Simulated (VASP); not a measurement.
Write the native input for VASP 6.6.1 that does the following.

| Quantity | Value |
| --- | --- |
| Task | single point |
| Functional | PBE |
| Potentials or basis | VASP PAW PBE potentials, release 64 (Si, Sn_d) |
| Cutoff | 500 eV |
| k mesh | 4 × 4 × 2 |
| Occupations | gaussian, width 0.1 eV |
| Spin | no spin polarisation |
| Dipole correction | no |
| Further INCAR settings | ALGO = Normal; EDIFF = 1e-06; NBANDS = 56 |

The structure of Si2Sn lies in POSCAR:

```
Si2Sn
1.0
    3.7815005228     -0.0347187712      0.3378048708
    0.0592483395      6.3140122366     -0.0097339142
    0.9749844871      0.0106593064     11.8373939259
Si Sn
8 4
Direct
    1.0006940401      0.6868630857      0.1383182582
    1.0044296040      0.6841547973      0.6378903379
    0.5574197102      0.8135912878      0.5400222572
    0.5537268236      0.8159769830      0.0401058869
    0.5588301695      0.1841378484      0.5398811506
    0.5519283313      0.1866168844      0.0404631546
   -0.0006863136      0.3160934999      0.1384798283
    1.0059598634      0.3133713133      0.6380430037
    0.4388004804      0.7517211001      0.3219649612
    0.4445509933      0.7520627308      0.8213508141
    0.4386645082      0.2474971164      0.3221039893
    0.4456817894      0.2479133530      0.8213763581
```

One way to write it, as run:

INCAR

```
SYSTEM = Si2Sn
PREC     = Accurate       ! precision mode
ENCUT    = 500            ! plane-wave cutoff, eV
EDIFF    = 1E-6           ! SCF threshold, eV
ISMEAR   = 0              ! smearing method
SIGMA    = 0.1            ! smearing width, eV
LREAL    = .FALSE.        ! projectors in reciprocal space
LASPH    = .TRUE.         ! aspherical terms in the spheres
NELM     = 120            ! most SCF steps
ALGO     = Normal         ! electronic algorithm
ISIF     = 2              ! what is computed and relaxed
LWAVE    = .FALSE.        ! write WAVECAR
LCHARG   = .FALSE.        ! write CHGCAR
GGA      = PE             ! functional
NBANDS   = 56             ! bands
GGA_COMPAT= .FALSE.
```

KPOINTS

```
Automatic mesh
0
G
  4 4 2
  0 0 0
```

Potentials or basis: VASP PAW PBE potentials, release 64 (Si, Sn_d).

Launch:

```bash
$ cat potpaw_PBE.64/Si/POTCAR potpaw_PBE.64/Sn_d/POTCAR > POTCAR
$ mpirun -np 1 vasp_std > vasp.out
```

It gave:

```
Pressure               : -0.1 GPa
Largest force          : 0.036 eV/Å
Band gap on the k mesh : zero (bands 44 and 45 overlap by 1.52 eV)
```

Caveat: the k points lie up to 0.42 Å⁻¹ apart, too coarse for converged energies and pressures of a metal; spin-orbit coupling is left out, which moves the levels of the heavy elements.

Run time: 6.9 min on 1 thread of Oxide Virtual Turin-like Processor, with other jobs on the host, peak memory 0.43 GiB.
